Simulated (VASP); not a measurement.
# Pb (Fm-3m) in VASP: settings compared

Aim: see how the results for Pb move with the level of theory and the settings. Levels: BLYP+D4, SVWN5. Tasks: single point.

All numbers are computed with VASP 6.6.1; they aren't measurements. Logs are shortened: lines on timing, memory, paths and dates and some standing lists are left out, and cuts for length are marked.

## (1) The cell of the first run

It takes space group Fm-3m (No. 225, cubic). The conventional cell has a = 4.849 Å, b = 4.849 Å, c = 4.849 Å, α = 90.00°, β = 90.00°, γ = 90.00°. Pb (site symmetry m-3m) has 12 Pb at 3.43 Å within 4.5 Å.

## (2) Single point, BLYP+D4

INCAR

```
SYSTEM = Pb
AGGAC    = 1.0          
AGGAX    = 1.0          
ALDAC    = 0.0          
ALDAX    = 1.0          
ALGO     = Normal         ! electronic algorithm
EDIFF    = 1E-7           ! SCF threshold, eV
ENCUT    = 520            ! plane-wave cutoff, eV
GGA      = B5             ! functional
ISIF     = 2              ! what is computed and relaxed
ISMEAR   = -1             ! smearing method
IVDW     = 13             ! dispersion correction
LASPH    = .True.         ! aspherical terms in the spheres
LCHARG   = .True.         ! write CHGCAR
LELF     = .True.         ! ELF
LREAL    = .False.        ! projectors in reciprocal space
LVHAR    = .True.       
LWAVE    = .False.        ! write WAVECAR
NBANDS   = 13             ! bands
NELM     = 80             ! most SCF steps
PREC     = Accurate       ! precision mode
SIGMA    = 0.05           ! smearing width, eV
VDW_A1   = 0.44488865   
VDW_A2   = 4.0933009    
VDW_S6   = 1.0          
VDW_S8   = 2.34076671
```

KPOINTS

```
k-points
0
Gamma
  9 9 9
  0 0 0
```

POSCAR

```
Pb
1.0
    0.0000000000      2.4244952108      2.4244952108
    2.4244952108      0.0000000000      2.4244952108
    2.4244952108      2.4244952108      0.0000000000
Pb
1
Direct
    0.0000000000      0.0000000000      0.0000000000
```

Potentials or basis: VASP PAW PBE potentials, release 64 (Pb_d).

Run with:

```bash
cat potpaw_PBE.64/Pb_d/POTCAR > POTCAR
mpirun -np 1 vasp_std > vasp.out
```

OUTCAR:

```text
SYSTEM = Pb
   EDIFF = 1E-7
   ENCUT = 520
   GGA = B5
   ISIF = 2
   ISMEAR = -1
   IVDW = 13
   LASPH = .True.
   LREAL = .False.
   NELM = 80
   PREC = Accurate

 ion  position               nearest neighbor table
   1  0.000  0.000  0.000-

  LATTYP: Found a face centered cubic cell.
 ALAT       =     4.8489904216

  Lattice vectors:

 A1 = (   0.0000000000,   2.4244952108,   2.4244952108)
 A2 = (   2.4244952108,   0.0000000000,   2.4244952108)
 A3 = (   2.4244952108,   2.4244952108,   0.0000000000)

Analysis of symmetry for initial positions (statically):
[... 5 lines left out ...]
 face centered cubic supercell.

 Subroutine GETGRP returns: Found 48 space group operations
 (whereof 48 operations were pure point group operations)
 out of a pool of 48 trial point group operations.

The static configuration has the point symmetry O_h .

Analysis of symmetry for dynamics (positions and initial velocities):
[... 5 lines left out ...]
 face centered cubic supercell.

 Subroutine GETGRP returns: Found 48 space group operations
 (whereof 48 operations were pure point group operations)
 out of a pool of 48 trial point group operations.

The dynamic configuration has the point symmetry O_h .

 Subroutine INISYM returns: Found 48 space group operations
 (whereof 48 operations are pure point group operations),
 and found     1 'primitive' translations

----------------------------------------------------------------------------------------

                                     Primitive cell

  volume of cell :      28.5032

  direct lattice vectors                    reciprocal lattice vectors
     0.000000000  2.424495211  2.424495211    -0.206228496  0.206228496  0.206228496
     2.424495211  0.000000000  2.424495211     0.206228496 -0.206228496  0.206228496
     2.424495211  2.424495211  0.000000000     0.206228496  0.206228496 -0.206228496

  length of vectors
     3.428754009  3.428754009  3.428754009     0.357198232  0.357198232  0.357198232

  position of ions in fractional coordinates (direct lattice)
     0.000000000  0.000000000  0.000000000

  ion indices of the primitive-cell ions
   primitive index   ion index
                 1           1

----------------------------------------------------------------------------------------

 KPOINTS: k-points

Automatic generation of k-mesh.
 Grid dimensions read from file:
 generate k-points for:    9    9    9

 Generating k-lattice:

  Cartesian coordinates                     Fractional coordinates (reciprocal lattice)
    -0.022914277  0.022914277  0.022914277     0.111111111  0.000000000  0.000000000
     0.022914277 -0.022914277  0.022914277     0.000000000  0.111111111  0.000000000
     0.022914277  0.022914277 -0.022914277     0.000000000  0.000000000  0.111111111

  Length of vectors
     0.039688692  0.039688692  0.039688692

  Shift w.r.t. Gamma in fractional coordinates (k-lattice)
     0.000000000  0.000000000  0.000000000

 Subroutine IBZKPT returns following result:
 ===========================================

 Found     35 irreducible k-points:

 Following reciprocal coordinates:
            Coordinates               Weight
  0.000000  0.000000  0.000000      1.000000
  0.111111  0.000000  0.000000      8.000000
  0.222222  0.000000  0.000000      8.000000
  0.333333  0.000000  0.000000      8.000000
  0.444444  0.000000  0.000000      8.000000
  0.111111  0.111111  0.000000      6.000000
[... 16 lines left out ...]
 -0.333333  0.333333  0.000000     12.000000
  0.444444  0.444444  0.000000      6.000000
 [... further k-points ...]
   k-points           NKPTS =     35   k-points in BZ     NKDIM =     35   number of bands    NBANDS=     13
   number of dos      NEDOS =    301   number of ions     NIONS =      1
   total plane-waves  NPLWV =  21952
   dimension x,y,z NGX =    28 NGY =   28 NGZ =   28
   dimension x,y,z NGXF=    56 NGYF=   56 NGZF=   56
   ions per type =               1
   NGX,Y,Z   is equivalent  to a cutoff of  13.58, 13.58, 13.58 a.u.
   NGXF,Y,Z  is equivalent  to a cutoff of  27.15, 27.15, 27.15 a.u.
 SYSTEM =  Pb
   PREC   = accura    normal or accurate (medium, high low for compatibility)
   ISTART =      0    job   : 0-new  1-cont  2-samecut
   ICHARG =      2    charge: 1-file 2-atom 10-const
   ISPIN  =      1    spin polarized calculation?
   LNONCOLLINEAR =      F non collinear calculations
   LSORBIT =      F    spin-orbit coupling
   LASPH  =      T    aspherical Exc in radial PAW
   ENCUT  =  520.0 eV  38.22 Ry    6.18 a.u.   6.38  6.38  6.38*2*pi/ulx,y,z
   NELM   =     80;   NELMIN=  2; NELMDL= -5     # of ELM steps
   EDIFF  = 0.1E-06   stopping-criterion for ELM
   LREAL  =      F    real-space projection
   EDIFFG = 0.1E-05   stopping-criterion for IOM
   NSW    =      0    number of steps for IOM
   IBRION =     -1    ionic relax: 0-MD 1-quasi-New 2-CG
   NFREE  =      0    steps in history (QN), initial steepest desc. (CG)
   ISIF   =      2    stress and relaxation
   ISYM   =      2    0-nonsym 1-usesym 2-fastsym
   POTIM  = 0.5000    time-step for ionic-motion
   TEBEG  =    0.0;   TEEND  =   0.0 temperature during run
   PSTRESS=    0.0 pullay stress
   NELECT =      14.0000    total number of electrons
   NUPDOWN=      -1.0000    fix difference up-down
   EMIN   =  10.00;   EMAX   =-10.00  energy-range for DOS
   EFERMI =   0.00;   METHOD = LEGACY
   ISMEAR =    -1;   SIGMA  =   0.05  broadening in eV -4-tet -1-fermi 0-gaus
   EFERMI_NEDOS =   21; number of points for ismear=-14 and -15
   IALGO  =     38    algorithm
   IMIX   =      4    mixing-type and parameters
     AMIX     =   0.40;   BMIX     =  1.00
     AMIX_MAG =   1.60;   BMIX_MAG =  1.00
  volume/ion in A,a.u.               =      28.50       192.35
  Fermi-wavevector in a.u.,A,eV,Ry     =   1.291674  2.440910 22.700248  1.668421
  Thomas-Fermi vector in A             =   2.423429
   LORBIT       =      0    0 simple, 1 ext, 2 COOP (PROOUT), +10 PAW based schemes
   GGA     = B5    functional components
   LHFCALC =     F    Hartree Fock is set to
   AEXX    =    0.0000 exact exchange contribution
   IVDW    =    13    specifies the selected vdW correction
   LEPSILON=     F    determine dielectric tensor
   LRPA    =     F    only Hartree local field effects (RPA)
 non-spin polarized calculation
  energy-cutoff  :      520.00
  volume of cell :       28.50
 maximum number of plane-waves:       779
 NGX is ok and might be reduce to    28
   NGX = 13   NGY = 13   NGZ = 13

 number of electron      14.0000001 magnetization

 Free energy of the ion-electron system (eV)
  ---------------------------------------------------
  ext. energy  EPLUGINS =         0.00000000
  ---------------------------------------------------
  free energy    TOTEN  =        -2.72240811 eV

  energy without entropy =       -2.71920325  energy(sigma->0) =       -2.72080568

 E-fermi :   8.3639     XC(G=0):  -9.8880

 val. band max:        8.3631043849   @ k =  -0.2222   0.3333   0.1111
 cond. band min:       8.5861623197   @ k =   0.3333   0.3333   0.0000
 fundamental gap:      0.2230579348
 Fermi energy:         8.3639168836

 k-point     1 :       0.0000    0.0000    0.0000
  band No.  band energies     occupation
      1      -8.6354      2.00000
      2      -8.6354      2.00000
      3      -8.6354      2.00000
      4      -8.4635      2.00000
      5      -8.4635      2.00000
      6      -3.7136      2.00000
      7      16.2505      0.00000
      8      16.2505      0.00000
      9      16.2505      0.00000
     10      18.5813      0.00000
     11      21.1255      0.00000
     12      21.5946      0.00000
     13      21.5946      0.00000

 k-point     2 :       0.1111    0.0000    0.0000
  band No.  band energies     occupation
      1      -8.6367      2.00000
      2      -8.6155      2.00000
      3      -8.6155      2.00000
      4      -8.4639      2.00000
      5      -8.4639      2.00000
      6      -3.4616      2.00000
      7      13.8654      0.00000
      8      15.9600      0.00000
      9      15.9600      0.00000
     10      18.2793      0.00000
     11      21.8014      0.00000
     12      22.1058      0.00000
     13      22.1058      0.00000

 k-point     3 :       0.2222    0.0000    0.0000
  band No.  band energies     occupation
      1      -8.6451      2.00000
      2      -8.5917      2.00000
      3      -8.5917      2.00000
      4      -8.4370      2.00000
      5      -8.4370      2.00000
      6      -2.7039      2.00000
      7      10.2500      0.00000
      8      15.3270      0.00000
      9      15.3270      0.00000
     10      18.0549      0.00000
     11      20.9193      0.00000
     12      21.6571      0.00000
     13      21.6571      0.00000

 k-point     4 :       0.3333    0.0000    0.0000
  band No.  band energies     occupation
      1      -8.6622      2.00000
      2      -8.6033      2.00000
      3      -8.6033      2.00000
      4      -8.3657      2.00000
      5      -8.3657      2.00000
      6      -1.4786      2.00000
      7       6.9631      2.00000
      8      14.7048      0.00000
      9      14.7048      0.00000
     10      17.9934      0.00000
     11      19.6809      0.00000
     12      20.7760      0.00000
     13      20.7760      0.00000

 k-point     5 :       0.4444    0.0000    0.0000
  band No.  band energies     occupation
      1      -8.6770      2.00000
      2      -8.6196      2.00000
      3      -8.6196      2.00000
      4      -8.3093      2.00000
      5      -8.3093      2.00000
      6      -0.0941      2.00000
      7       4.5223      2.00000
      8      14.3309      0.00000
      9      14.3309      0.00000
     10      18.0850      0.00000
     11      18.9283      0.00000
     12      20.3357      0.00000
     13      20.3357      0.00000
[... 257 lines left out ...]
 k-point    22 :      -0.4444    0.3333    0.0000
  band No.  band energies     occupation
      1      -8.7489      2.00000
      2      -8.6257      2.00000
      3      -8.3920      2.00000
      4      -8.3695      2.00000
      5      -8.2942      2.00000
      6       1.3892      2.00000
      7       5.9482      2.00000
      8       8.0617      1.99527
      9      11.4487      0.00000
     10      15.4521      0.00000
     11      19.6909      0.00000
     12      25.0870      0.00000
     13      25.4773      0.00000

 k-point    23 :      -0.3333    0.3333    0.0000
  band No.  band energies     occupation
      1      -8.7047      2.00000
      2      -8.5133      2.00000
      3      -8.4564      2.00000
      4      -8.4260      2.00000
      5      -8.3482      2.00000
      6       1.2261      2.00000
      7       6.6533      2.00000
      8       6.8762      2.00000
      9      12.2800      0.00000
     10      15.9310      0.00000
     11      22.8449      0.00000
     12      24.3226      0.00000
     13      24.4975      0.00000

 k-point    24 :       0.4444    0.4444    0.0000
  band No.  band energies     occupation
      1      -8.8290      2.00000
      2      -8.7208      2.00000
      3      -8.3182      2.00000
      4      -8.2724      2.00000
      5      -8.2724      2.00000
      6       1.2346      2.00000
      7       5.6669      2.00000
      8      10.6724      0.00000
      9      10.6724      0.00000
     10      14.5509      0.00000
     11      15.6846      0.00000
     12      27.0673      0.00000
     13      29.2144      0.00000

 [... further k-points ...]

------------------------ aborting loop because EDIFF is reached ----------------------------------------

  DFT-D4 for vdW energy calculation

  Edisp (eV):   -0.84023

  FORCE on cell =-STRESS in cart. coord.  units (eV):
  Direction    XX          YY          ZZ          XY          YZ          ZX
  --------------------------------------------------------------------------------------
  -------------------------------------------------------------------------------------
  Total       0.98847     0.98847     0.98847    -0.00000     0.00000    -0.00000
  in kB      55.56229    55.56229    55.56229    -0.00000     0.00000    -0.00000
  external pressure =       55.56 kB  Pullay stress =        0.00 kB

 VOLUME and BASIS-vectors are now :
 -----------------------------------------------------------------------------
  energy-cutoff  :      520.00
  volume of cell :       28.50
      direct lattice vectors                 reciprocal lattice vectors
     0.000000000  2.424495211  2.424495211    -0.206228496  0.206228496  0.206228496
     2.424495211  0.000000000  2.424495211     0.206228496 -0.206228496  0.206228496
     2.424495211  2.424495211  0.000000000     0.206228496  0.206228496 -0.206228496

 POSITION                                       TOTAL-FORCE (eV/Angst)
 -----------------------------------------------------------------------------------
      0.00000      0.00000      0.00000         0.000000      0.000000      0.000000
 -----------------------------------------------------------------------------------
    total drift:                               -0.000000     -0.000000     -0.000000

  FREE ENERGIE OF THE ION-ELECTRON SYSTEM (eV)
  ---------------------------------------------------
  free  energy   TOTEN  =        -3.5626406994 eV

  energy  without entropy=       -3.5594358355  energy(sigma->0) =       -3.56103827
```

Wall time 17 s (1 thread of AMD EPYC 7R13 (Zen 3), shared host); peak memory 0.13 GiB.

What came out:

```yaml
Free_energy: -3.5626 eV
Pressure: 5.6 GPa
Band_gap_on_the_k_mesh: zero (band 7 reaches 16.25 eV, above the bottom of band 8 at 6.88 eV)
Dispersion_energy_per_atom: -0.840 eV
```

Levels at points of the mesh, in eV from the Fermi level:
```tsv
k point	band 4	band 5	band 6	band 7	band 8	band 9	band 10	band 11
(0.00, 0.00, 0.00)	-16.83	-16.83	-12.08	7.89	7.89	7.89	10.22	12.76
```

Caveat: the PAW data sets were made with another functional, which shifts forces and pressure a little; spin-orbit coupling is left out, which moves the levels of the heavy elements; pairwise dispersion overbinds metals, which lowers pressure and volume.

(Continued in part 2 of 2.)
